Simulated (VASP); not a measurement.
# SiGe3 (P-4m2) in VASP: single point with PBE

Aim: the single point of SiGe3 with PBE.

Everything below comes from runs of VASP 6.6.1. Logs are shortened: lines on timing, memory, paths and dates and some standing lists are left out, and cuts for length are marked.

## (1) The cell of the first run

Symmetry: P-4m2, No. 115, tetragonal system. Conventional cell: a = 4.014 Å, b = 4.014 Å, c = 5.676 Å, α = 90.00°, β = 90.00°, γ = 90.00°. Within 3.2 Å of Si (site symmetry -4m2) lie 4 Ge at 2.44 Å. Within 3.3 Å of Ge (site symmetry -4m2) lie 4 Ge at 2.48 Å. Ge (site symmetry 2mm) has 2 Si at 2.44 Å and 2 Ge at 2.48 Å within 3.2 Å.

## (2) Single point, PBE

Contents of INCAR:

```
SYSTEM = SiGe3
ALGO = Normal
EDIFF = 1E-6
ENCUT = 520
GGA = PE
ISIF = 2
ISMEAR = 0
LASPH = .TRUE.
LCHARG = .FALSE.
LREAL = .FALSE.
LWAVE = .FALSE.
NBANDS = 56
NELM = 60
PREC = Accurate
SIGMA = 0.02
```

Contents of KPOINTS:

```
k-points
0
G
  6 6 6
  0 0 0
```

Contents of POSCAR:

```
SiGe3
1.0
    5.6759780512      0.0000000000      0.0000000000
    0.0000000000      5.6759780512      0.0000000000
    0.0000000000      0.0000000000      5.6759780512
Si Ge
2 6
Direct
    0.0000000000      0.0000000000      0.0000000000
    0.0000000000      0.5000000000      0.5000000000
    0.5000000000      0.0000000000      0.5000000000
    0.5000000000      0.5000000000      0.0000000000
    0.2435564020      0.2500000000      0.2500000000
    0.2435564020      0.7500000000      0.7500000000
    0.7564435980      0.2500000000      0.7500000000
    0.7564435980      0.7500000000      0.2500000000
```

Potentials or basis: VASP PAW PBE potentials, release 64 (Si, Ge_d).

Started as:

```
$ cat potpaw_PBE.64/Si/POTCAR potpaw_PBE.64/Ge_d/POTCAR > POTCAR
$ mpirun -np 1 vasp_std > vasp.out
```

OUTCAR:

```text
SYSTEM = SiGe3
   EDIFF = 1E-6
   ENCUT = 520
   GGA = PE
   ISIF = 2
   ISMEAR = 0
   LASPH = .TRUE.
   LREAL = .FALSE.
   NELM = 60
   PREC = Accurate

 ion  position               nearest neighbor table
   1  0.000  0.000  0.000-   5 2.44   6 2.44   7 2.44   8 2.44
   2  0.000  0.500  0.500-   5 2.44   6 2.44   7 2.44   8 2.44
   3  0.500  0.000  0.500-   5 2.48   6 2.48   7 2.48   8 2.48
   4  0.500  0.500  0.000-   5 2.48   6 2.48   7 2.48   8 2.48
   5  0.244  0.250  0.250-   1 2.44   2 2.44   3 2.48   4 2.48
   6  0.244  0.750  0.750-   1 2.44   2 2.44   3 2.48   4 2.48
   7  0.756  0.250  0.750-   1 2.44   2 2.44   3 2.48   4 2.48
   8  0.756  0.750  0.250-   1 2.44   2 2.44   3 2.48   4 2.48

  LATTYP: Found a simple cubic cell.
 ALAT       =     5.6759780512

  Lattice vectors:

 A1 = (   5.6759780512,   0.0000000000,   0.0000000000)
 A2 = (   0.0000000000,   5.6759780512,   0.0000000000)
 A3 = (   0.0000000000,   0.0000000000,   5.6759780512)

Analysis of symmetry for initial positions (statically):
=====================================================================
 Subroutine PRICEL returns following result:

  LATTYP: Found a simple tetragonal cell.
 ALAT       =     4.0135225699
 C/A-ratio  =     1.4142135624

  Lattice vectors:

 A1 = (   0.0000000000,   2.8379890256,  -2.8379890256)
 A2 = (   0.0000000000,   2.8379890256,   2.8379890256)
 A3 = (   5.6759780512,   0.0000000000,   0.0000000000)

   2 primitive cells build up your supercell.

 Routine SETGRP: Setting up the symmetry group for a
 simple cubic supercell.

 Subroutine GETGRP returns: Found  8 space group operations
 (whereof  8 operations were pure point group operations)
 out of a pool of 48 trial point group operations.

The static configuration has the point symmetry D_2d.

Analysis of symmetry for dynamics (positions and initial velocities):
=====================================================================
 Subroutine PRICEL returns following result:

  LATTYP: Found a simple tetragonal cell.
 ALAT       =     4.0135225699
 C/A-ratio  =     1.4142135624

  Lattice vectors:

 A1 = (   0.0000000000,   2.8379890256,  -2.8379890256)
 A2 = (   0.0000000000,   2.8379890256,   2.8379890256)
 A3 = (   5.6759780512,   0.0000000000,   0.0000000000)

   2 primitive cells build up your supercell.

[... 107 lines left out ...]
   LSORBIT =      F    spin-orbit coupling
   LASPH  =      T    aspherical Exc in radial PAW
   ENCUT  =  520.0 eV  38.22 Ry    6.18 a.u.  10.55 10.55 10.55*2*pi/ulx,y,z
   NELM   =     60;   NELMIN=  2; NELMDL= -5     # of ELM steps
   EDIFF  = 0.1E-05   stopping-criterion for ELM
   LREAL  =      F    real-space projection
   EDIFFG = 0.1E-04   stopping-criterion for IOM
   NSW    =      0    number of steps for IOM
   IBRION =     -1    ionic relax: 0-MD 1-quasi-New 2-CG
   NFREE  =      0    steps in history (QN), initial steepest desc. (CG)
   ISIF   =      2    stress and relaxation
   ISYM   =      2    0-nonsym 1-usesym 2-fastsym
   POTIM  = 0.5000    time-step for ionic-motion
   TEBEG  =    0.0;   TEEND  =   0.0 temperature during run
   PSTRESS=    0.0 pullay stress
   NELECT =      92.0000    total number of electrons
   NUPDOWN=      -1.0000    fix difference up-down
   EMIN   =  10.00;   EMAX   =-10.00  energy-range for DOS
   EFERMI =   0.00;   METHOD = LEGACY
   ISMEAR =     0;   SIGMA  =   0.02  broadening in eV -4-tet -1-fermi 0-gaus
   EFERMI_NEDOS =   21; number of points for ismear=-14 and -15
   IALGO  =     38    algorithm
   IMIX   =      4    mixing-type and parameters
     AMIX     =   0.40;   BMIX     =  1.00
     AMIX_MAG =   1.60;   BMIX_MAG =  1.00
  volume/ion in A,a.u.               =      22.86       154.25
  Fermi-wavevector in a.u.,A,eV,Ry     =   1.302057  2.460531 23.066678  1.695353
  Thomas-Fermi vector in A             =   2.433150
   LORBIT       =      0    0 simple, 1 ext, 2 COOP (PROOUT), +10 PAW based schemes
   GGA     = PE    functional components
   LHFCALC =     F    Hartree Fock is set to
   AEXX    =    0.0000 exact exchange contribution
   IVDW    =     0    specifies the selected vdW correction
   LEPSILON=     F    determine dielectric tensor
   LRPA    =     F    only Hartree local field effects (RPA)
 non-spin polarized calculation
 Gauss-broadening in eV      SIGMA  =   0.02
  energy-cutoff  :      520.00
  volume of cell :      182.86
 maximum number of plane-waves:      4950
   NGX = 21   NGY = 21   NGZ = 21

 number of electron      91.9999904 magnetization

 Free energy of the ion-electron system (eV)
  ---------------------------------------------------
  ext. energy  EPLUGINS =         0.00000000
  ---------------------------------------------------
  free energy    TOTEN  =       -37.82825143 eV

  energy without entropy =      -37.82825143  energy(sigma->0) =      -37.82825143

 E-fermi :   4.8961     XC(G=0):  -9.6349

 val. band max:        4.8127016072   @ k =   0.0000   0.0000   0.0000
 cond. band min:       4.9779048229   @ k =   0.5000   0.5000   0.5000
 fundamental gap:      0.1652032156
 Fermi energy:         4.8961403382

 k-point     1 :       0.0000    0.0000    0.0000
  band No.  band energies     occupation
      1     -19.8491      2.00000
      2     -19.8400      2.00000
      3     -19.8400      2.00000
      4     -19.8172      2.00000
      5     -19.8172      2.00000
      6     -19.7958      2.00000
[... 1405 lines left out ...]
     55       9.0944      0.00000
     56       9.7948      0.00000

 [... further k-points ...]
[... 5 lines left out ...]
  --------------------------------------------------------------------------------------
  -------------------------------------------------------------------------------------
  Total       -0.0276799     -0.0525553     -0.0525553      0.0000000      0.0000000      0.0000000
  in kB       -0.2425232     -0.4604737     -0.4604737      0.0000000      0.0000000      0.0000000
  external PRESSURE =      -0.3878236 kB  Pullay stress =       0.0000000 kB

 VOLUME and BASIS-vectors are now :
 -----------------------------------------------------------------------------
  energy-cutoff  :      520.00
  volume of cell :      182.86
      direct lattice vectors                 reciprocal lattice vectors
     5.675978051  0.000000000  0.000000000     0.176181090  0.000000000  0.000000000
     0.000000000  5.675978051  0.000000000     0.000000000  0.176181090  0.000000000
     0.000000000  0.000000000  5.675978051     0.000000000  0.000000000  0.176181090

 POSITION                                       TOTAL-FORCE (eV/Angst)
 -----------------------------------------------------------------------------------
      0.00000      0.00000      0.00000         0.000000      0.000000     -0.000000
      0.00000      2.83799      2.83799         0.000000      0.000000     -0.000000
      2.83799      0.00000      2.83799         0.000000      0.000000     -0.000000
      2.83799      2.83799      0.00000         0.000000      0.000000     -0.000000
      1.38242      1.41899      1.41899        -0.005743     -0.000000      0.000000
      1.38242      4.25698      4.25698        -0.005743     -0.000000      0.000000
      4.29356      1.41899      4.25698         0.005743      0.000000     -0.000000
      4.29356      4.25698      1.41899         0.005743      0.000000     -0.000000
 -----------------------------------------------------------------------------------
    total drift:                                0.000000      0.000000     -0.000000

  FREE ENERGIE OF THE ION-ELECTRON SYSTEM (eV)
  ---------------------------------------------------
  free  energy   TOTEN  =       -37.8282514269 eV

  energy  without entropy=      -37.8282514269  energy(sigma->0) =      -37.82825143
```

OSZICAR:

```text
N       E                     dE             d eps       ncg     rms          rms(c)
DAV:   1     0.108394827863E+04    0.10839E+04   -0.42741E+04  5496   0.407E+03
DAV:   2     0.175639460185E+03   -0.90831E+03   -0.87463E+03  4480   0.110E+03
DAV:   3    -0.214431327908E+02   -0.19708E+03   -0.19128E+03  4864   0.253E+02
DAV:   4    -0.377315355764E+02   -0.16288E+02   -0.16128E+02  5256   0.799E+01
DAV:   5    -0.381881810516E+02   -0.45665E+00   -0.45619E+00  5168   0.157E+01    0.692E+00
DAV:   6    -0.379462129887E+02    0.24197E+00   -0.23828E-01  5992   0.356E+00    0.408E+00
DAV:   7    -0.378203609913E+02    0.12585E+00   -0.25552E-01  4960   0.352E+00    0.304E-01
DAV:   8    -0.378258510213E+02   -0.54900E-02   -0.32465E-02  5352   0.347E+00    0.187E-01
DAV:   9    -0.378274900644E+02   -0.16390E-02   -0.38133E-03  6752   0.128E+00    0.103E-01
DAV:  10    -0.378280823073E+02   -0.59224E-03   -0.84252E-04  6664   0.335E-01    0.377E-02
DAV:  11    -0.378282417690E+02   -0.15946E-03   -0.41762E-04  5120   0.361E-01    0.140E-02
DAV:  12    -0.378282473456E+02   -0.55765E-05   -0.32216E-05  5480   0.163E-01    0.422E-03
DAV:  13    -0.378282512148E+02   -0.38693E-05   -0.18769E-05  5008   0.314E-02    0.196E-03
DAV:  14    -0.378282514269E+02   -0.21206E-06   -0.53800E-07  2944   0.166E-02
   1 F= -.37828251E+02 E0= -.37828251E+02  d E =-.864465E-11
```

stdout:

```text
POSCAR found type information on POSCAR SiGe
 POSCAR found :  2 types and       8 ions
 scaLAPACK will be used
 LDA part: xc-table for (Slater+PW92), standard interpolation
 POSCAR, INCAR and KPOINTS ok, starting setup
 FFT: planning ... GRIDC
 FFT: planning ... GRID_SOFT
 FFT: planning ... GRID
 WAVECAR not read
 entering main loop
```

Run time: 8.1 min. Hardware: 1 thread of AMD EPYC 7R43 (Zen 3), shared host; peak memory 0.4 GiB.

What came out:

| Quantity | Value |
| --- | --- |
| Free energy | -37.8283 eV |
| Pressure | 0.0 GPa |
| Largest force | 0.006 eV/Å |
| Band gap on the k mesh | 0.17 eV |

Forces in eV/Å, atoms in the order of the input:
```
Si   0.000  0.000  0.000
Si   0.000  0.000  0.000
Ge   0.000  0.000  0.000
Ge   0.000  0.000  0.000
Ge  -0.006  0.000  0.000
Ge  -0.006  0.000  0.000
Ge   0.006  0.000  0.000
Ge   0.006  0.000  0.000
```

Caveat: semilocal functionals underestimate gaps, and a narrow one can read as zero. A k mesh can miss the band edges.
